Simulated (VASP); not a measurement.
# Co (P-3m1) in VASP: further runs, part 2 of 2

VASP 6.6.1. The steps go on from the part before.

### Step 4. Single point, PBE

The input, INCAR:

```
SYSTEM = Co
PREC = Accurate
ENCUT = 690
EDIFF = 1E-6
ISMEAR = -1
SIGMA = 0.05
LREAL = .FALSE.
LASPH = .TRUE.
NELM = 120
ALGO = Normal
ISIF = 2
LWAVE = .FALSE.
LCHARG = .FALSE.
GGA = PE
NBANDS = 24
GGA_COMPAT = .FALSE.
```

The input, KPOINTS:

```
Automatic mesh
0
G
  12 12 7
  0 0 0
```

The input, POSCAR:

```
Co
1.0
    2.4873648738      0.0000000000      0.0000000000
   -1.2436824369      2.1541211692      0.0000000000
    0.0000000000      0.0000000000      4.0632895034
Co
2
Direct
    0.3333333333      0.6666666667      0.7401390000
    0.6666666667      0.3333333333      0.2598610000
```

Potentials or basis: VASP PAW PBE potentials, release 64 (Co_sv).

On the command line:

```
cat potpaw_PBE.64/Co_sv/POTCAR > POTCAR
mpirun -np 1 vasp_std > vasp.out
```

OUTCAR:

```text
SYSTEM = Co
   PREC = Accurate
   ENCUT = 690
   EDIFF = 1E-6
   ISMEAR = -1
   LREAL = .FALSE.
   LASPH = .TRUE.
   NELM = 120
   ISIF = 2
   GGA = PE

 ion  position               nearest neighbor table
   1  0.333  0.667  0.740-   2 2.42   2 2.42   2 2.42
   2  0.667  0.333  0.260-   1 2.42   1 2.42   1 2.42

  LATTYP: Found a hexagonal cell.
 ALAT       =     2.4873648738
 C/A-ratio  =     1.6335719565

  Lattice vectors:

 A1 = (   2.4873648738,   0.0000000000,   0.0000000000)
 A2 = (  -1.2436824369,   2.1541211692,   0.0000000000)
 A3 = (   0.0000000000,   0.0000000000,   4.0632895034)

Analysis of symmetry for initial positions (statically):
=====================================================================
 Subroutine PRICEL returns:
 Original cell was already a primitive cell.

 Routine SETGRP: Setting up the symmetry group for a
 hexagonal supercell.

 Subroutine GETGRP returns: Found 12 space group operations
 (whereof 12 operations were pure point group operations)
[... 158 lines left out ...]
  ext. energy  EPLUGINS =         0.00000000
  ---------------------------------------------------
  free energy    TOTEN  =       -13.76164629 eV

  energy without entropy =      -13.71325365  energy(sigma->0) =      -13.73744997

 E-fermi :  11.8863     XC(G=0): -13.8884

 val. band max:       11.8842764335   @ k =   0.5000   0.0000   0.2857
 cond. band min:      11.8923214484   @ k =   0.2500   0.1667   0.0000
 fundamental gap:      0.0080450148
 Fermi energy:        11.8863128690

 k-point     1 :       0.0000    0.0000    0.0000
  band No.  band energies     occupation
      1     -83.2135      2.00000
      2     -83.1553      2.00000
      3     -46.6372      2.00000
      4     -46.3351      2.00000
      5     -46.3351      2.00000
      6     -46.3015      2.00000
[... 637 lines left out ...]
     23      32.3534      0.00000
     24      32.9524      0.00000

 [... further k-points ...]

------------------------ aborting loop because EDIFF is reached ----------------------------------------

  FORCE on cell =-STRESS in cart. coord.  units (eV):
  Direction    XX          YY          ZZ          XY          YZ          ZX
  --------------------------------------------------------------------------------------
  -------------------------------------------------------------------------------------
  Total       -1.5425994     -1.5425994     -1.8611163      0.0000000      0.0000000     -0.0000000
  in kB     -113.5210339   -113.5210339   -136.9609330      0.0000000      0.0000000     -0.0000000
  external PRESSURE =    -121.3343336 kB  Pullay stress =       0.0000000 kB

 VOLUME and BASIS-vectors are now :
 -----------------------------------------------------------------------------
  energy-cutoff  :      690.00
  volume of cell :       21.77
      direct lattice vectors                 reciprocal lattice vectors
     2.487364874  0.000000000  0.000000000     0.402031889  0.232113220  0.000000000
    -1.243682437  2.154121169  0.000000000     0.000000000  0.464226439  0.000000000
     0.000000000  0.000000000  4.063289503     0.000000000  0.000000000  0.246106018

 POSITION                                       TOTAL-FORCE (eV/Angst)
 -----------------------------------------------------------------------------------
     -0.00000      1.43608      3.00740        -0.000000      0.000000      0.600940
      1.24368      0.71804      1.05589         0.000000     -0.000000     -0.600940
 -----------------------------------------------------------------------------------
    total drift:                                0.000000     -0.000000      0.000000

  FREE ENERGIE OF THE ION-ELECTRON SYSTEM (eV)
  ---------------------------------------------------
  free  energy   TOTEN  =       -13.7616462919 eV

  energy  without entropy=      -13.7132536518  energy(sigma->0) =      -13.73744997
```

OSZICAR:

```text
N       E                     dE             d eps       ncg     rms          rms(c)
DAV:   1     0.679394619103E+03    0.67939E+03   -0.23628E+04  6704   0.508E+03
DAV:   2     0.372653273802E+02   -0.64213E+03   -0.62004E+03  7976   0.110E+03
DAV:   3    -0.155145285801E+02   -0.52780E+02   -0.51912E+02  6872   0.289E+02
DAV:   4    -0.164265219225E+02   -0.91199E+00   -0.91034E+00  7664   0.407E+01
DAV:   5    -0.164933813938E+02   -0.66859E-01   -0.66859E-01  7592   0.160E+01    0.163E+01
DAV:   6    -0.145967613193E+02    0.18966E+01   -0.18051E+01  6680   0.119E+02    0.129E+01
DAV:   7    -0.137798035788E+02    0.81696E+00   -0.34938E+00  6680   0.525E+01    0.124E+00
DAV:   8    -0.137660473449E+02    0.13756E-01   -0.64153E-02  7488   0.383E+00    0.528E-01
DAV:   9    -0.137616199629E+02    0.44274E-02   -0.79329E-03  7816   0.315E+00    0.135E-01
DAV:  10    -0.137616448577E+02   -0.24895E-04   -0.32423E-04  8152   0.305E-01    0.652E-02
DAV:  11    -0.137616468034E+02   -0.19457E-05   -0.25298E-05  7336   0.853E-02    0.106E-02
DAV:  12    -0.137616462919E+02    0.51151E-06   -0.45903E-06  5656   0.498E-02
   1 F= -.13761646E+02 E0= -.13737450E+02  d E =-.483926E-01
```

Wall time 55 s (1 thread of Intel Xeon Platinum 8259CL at 2.50GHz (Skylake/Cascade Lake), shared host); peak memory 0.2 GiB.

What came out:

| Item | Value |
| --- | --- |
| Free energy | -13.7616 eV |
| Pressure | -12.1 GPa |
| Largest force | 0.601 eV/Å |
| Band gap on the k mesh | zero (bands 17 and 18 overlap by 1.32 eV) |

Forces in eV/Å, atoms in the order of the input:
```
Co   0.000  0.000  0.601
Co   0.000  0.000 -0.601
```

Caveat: the cell stands under tension; the run has no spin polarisation, though such a crystal can be magnetic. Spin polarisation is off, so any magnetic state and its effect on volume and gap are missing.

### Step 5. Summary

```tsv
task	level	potentials or basis	spin	cell	cutoff (eV)	gap on the mesh (eV)	pressure (GPa)	moment (μB)	largest force (eV/Å)
relaxation of cell and atoms	PBEsol	VASP PAW PBE potentials, release 64 (Co)	collinear, ferromagnetic start	relaxed to 20 GPa	600	none	19.9	2.98	-
single point	LDA	VASP PAW LDA potentials, release 64 (Co)	collinear, ferromagnetic start	as given	520	none	-18.7	3.09	0.41
single point	PBE	VASP PAW PBE potentials, release 64 (Co_sv)	off	as given	690	none	-12.1	-	0.60
```

Alike in all rows: k mesh 12 × 12 × 7; smearing fermi-dirac 0.05 eV.

Caveats: the cell stands under tension (at least some runs); the cell is relaxed towards a set pressure, so the run minimises the enthalpy, not the energy (at least some runs); the PAW data sets were made with another functional, which shifts forces and pressure a little (at least some runs).

Total energies depend on the potentials used, so only differences within one code and one set of settings carry meaning.

The gap in the log of VASP goes by the Fermi energy; the results here count the filled bands.